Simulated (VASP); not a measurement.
Runs of VASP 6.6.1 on Ba2Ir. The structure is that of space group P6/mmm (No. 191), or close to it. The cells are those of the table. 

```csv
task,cell,k mesh,cutoff (eV),gap on the mesh (eV),pressure (GPa),relaxed volume (Å³/atom)
single point,"a = 4.464, b = 4.464, c = 4.820 Å, angles 90.0, 90.0, 120.0°, 3 atoms",6 × 6 × 4,520,none,(a),-
single point,"a = 5.385, b = 5.385, c = 3.387 Å, angles 90.0, 90.0, 120.0°, 3 atoms",12 × 12 × 14,520,none,2.1,-
relaxation of cell and atoms,"relaxed from a = 4.464, b = 4.464, c = 4.820 Å, angles 90.0, 90.0, 120.0°, 3 atoms",6 × 6 × 4,600,none,0.0,29.47
relaxation of cell and atoms,"relaxed from a = 5.377, b = 5.377, c = 3.368 Å, angles 90.0, 90.0, 120.0°, 3 atoms",6 × 6 × 6,600,none,0.0,(b)
single point,"a = 5.403, b = 5.403, c = 3.325 Å, angles 90.0, 90.0, 120.0°, 3 atoms",6 × 6 × 6,520,none,2.0,-
```

Alike in all rows: level PBE; potentials or basis VASP PAW PBE potentials, release 64 (Ba_sv, Ir); no spin polarisation; smearing gaussian 0.1 eV.

**Question.** Fill in the values left out.

**Answer.** (a) 28.9; (b) 29.20.

Caveats: spin-orbit coupling is left out, which moves the levels of the heavy elements; the stress differs along the axes, from -18 to 52 GPa (at least some runs); a cell axis changed by over 15 % at a fixed basis, so the end point is rough (at least some runs).

A k mesh can miss the band edges, and the runs leave out spin-orbit coupling on Ba, Ir.

A gap of «none» marks levels without a gap at the run's occupations.
